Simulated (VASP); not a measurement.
Wanted: the native input for a VASP 6.6.1 run.

```yaml
Task: single point
Functional: PBE
Potentials_or_basis: VASP PAW PBE potentials, release 64 (Sn_d)
Cutoff: 520 eV
k_mesh: 13 × 13 × 13
Occupations: fermi-dirac, width 0.05 eV
Spin: no spin polarisation
Dipole_correction: no
Further_INCAR_settings: ALGO = Normal; EDIFF = 1e-06; NBANDS = 21
```

The structure of Sn lies in POSCAR:

```
Sn
1.0
   -2.7348953599      2.7348953599      1.4799215434
    2.7348953599     -2.7348953599      1.4799215434
    2.7348953599      2.7348953599     -1.4799215434
Sn
2
Direct
   -0.3750000000     -0.1250000000     -0.2500000000
    0.3750000000      0.1250000000      0.2500000000
```

These files were run (other wordings do the same):

INCAR

```
SYSTEM = Sn
PREC = Accurate
ENCUT = 520
EDIFF = 1E-6
ISMEAR = -1
SIGMA = 0.05
LREAL = .FALSE.
LASPH = .TRUE.
NELM = 100
ALGO = Normal
ISIF = 2
LWAVE = .FALSE.
LCHARG = .FALSE.
GGA = PE
NBANDS = 21
```

KPOINTS

```
Automatic mesh
0
G
  13 13 13
  0 0 0
```

Potentials or basis: VASP PAW PBE potentials, release 64 (Sn_d).

Launch:

```bash
$ cat potpaw_PBE.64/Sn_d/POTCAR > POTCAR
$ mpirun -np 1 vasp_std > vasp.out
```

Results of the run:

The pressure is 21.6 GPa and the band gap on the k mesh is zero (bands 14 and 15 overlap by 5.21 eV).

Caveat: the cell stands under pressure; spin-orbit coupling is left out, which moves the levels of the heavy elements.

Run time: 54 s on 1 thread of Intel(R) Xeon(R) 6975P-C (Granite Rapids) (shared host), peak memory 0.27 GiB.
